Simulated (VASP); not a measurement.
Runs of VASP 6.6.1 on Mo. The structure is that of space group P6_3/mmc (No. 194), or close to it. The cells are those of the table. This isn't the form of Mo at room conditions, which is bcc.

```tsv
cell	gap on the mesh (eV)	pressure (GPa)
a = 2.728, b = 2.728, c = 9.556 Å, angles 90.0, 90.0, 120.0°, 4 atoms	none	22.4
a = 2.688, b = 2.688, c = 9.415 Å, angles 90.0, 90.0, 120.0°, 4 atoms	none	(b)
a = 2.842, b = 2.842, c = 9.954 Å, angles 90.0, 90.0, 120.0°, 4 atoms	none	-7.0
a = 2.805, b = 2.805, c = 9.825 Å, angles 90.0, 90.0, 120.0°, 4 atoms	none	(a)
a = 2.767, b = 2.767, c = 9.692 Å, angles 90.0, 90.0, 120.0°, 4 atoms	none	10.5
```

Alike in all rows: task single point; level BLYP; potentials or basis VASP PAW PBE potentials, release 64 (Mo_sv); no spin polarisation; k mesh 14 × 14 × 4; cutoff (eV) 520; smearing fermi-dirac 0.1 eV.

**Question.** Estimate the missing entries.

**Answer.** (a) 0.8; (b) 37.0.

Caveats: the PAW data sets were made with another functional, which shifts forces and pressure a little; the cell stands under pressure (at least some runs); the stress differs along the axes, from 32 to 39 GPa (at least some runs); the cell stands under tension (at least some runs).

A k mesh can miss the band edges, and the runs leave out spin-orbit coupling on Mo.

A gap of «none» marks levels without a gap at the run's occupations.
